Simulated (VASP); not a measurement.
Write the native input for VASP 6.6.1 that does the following.

```yaml
Task: single point
Functional: PBE
Potentials_or_basis: VASP PAW PBE potentials, release 64 (Ga_d, Cu, Se)
Cutoff: 520 eV
k_mesh: 6 × 6 × 6
Occupations: fermi-dirac, width 0.02 eV
Spin: no spin polarisation
Dipole_correction: no
Further_INCAR_settings: ALGO = Normal; EDIFF = 1e-06; NBANDS = 46
```

The structure of GaCuSe2 lies in POSCAR:

```
GaCuSe2
1.0
   -2.8041296817      2.8041296817      5.5492792808
    2.8041296817     -2.8041296817      5.5492792808
    2.8041296817      2.8041296817     -5.5492792808
Ga Cu Se
2 2 4
Direct
    0.5000000000      0.5000000000      0.0000000000
    0.2500000000      0.7500000000      0.5000000000
    0.0000000000      0.0000000000      0.0000000000
    0.7500000000      0.2500000000      0.5000000000
    0.3750000000      0.3713580568      0.4963580568
    0.6286419432      0.1250000000      1.0036419432
    0.8750000000      0.8786419432      0.5036419432
    0.1213580568      0.6250000000     -0.0036419432
```

One way to write it, as run:

INCAR

```
PREC     = Accurate       # precision mode
ENCUT    = 520            # plane-wave cutoff, eV
EDIFF    = 1E-6           # SCF threshold, eV
ISMEAR   = -1             # smearing method
SIGMA    = 0.02           # smearing width, eV
LREAL    = F              # projectors in reciprocal space
LASPH    = T              # aspherical terms in the spheres
NELM     = 100            # most SCF steps
ALGO     = Normal         # electronic algorithm
ISIF     = 2              # what is computed and relaxed
LWAVE    = F              # write WAVECAR
LCHARG   = T              # write CHGCAR
GGA      = PE             # functional
LELF     = T              # ELF
LVHAR    = T            
NBANDS   = 46             # bands
```

KPOINTS

```
Automatic mesh
0
Gamma
  6 6 6
```

Potentials or basis: VASP PAW PBE potentials, release 64 (Ga_d, Cu, Se).

Run with:

```bash
$ cat potpaw_PBE.64/Ga_d/POTCAR potpaw_PBE.64/Cu/POTCAR potpaw_PBE.64/Se/POTCAR > POTCAR
$ mpirun -np 1 vasp_std > vasp.out
```

Results of the run:

* Pressure: 2.7 GPa
* Largest force: 0.153 eV/Å
* Band gap on the k mesh: 0.20 eV

Caveat: semilocal functionals underestimate gaps, and a narrow one can read as zero.

It took 3.8 min on 1 thread of Intel(R) Xeon(R) 6975P-C (Granite Rapids), on a shared host, peak memory 0.5 GiB.
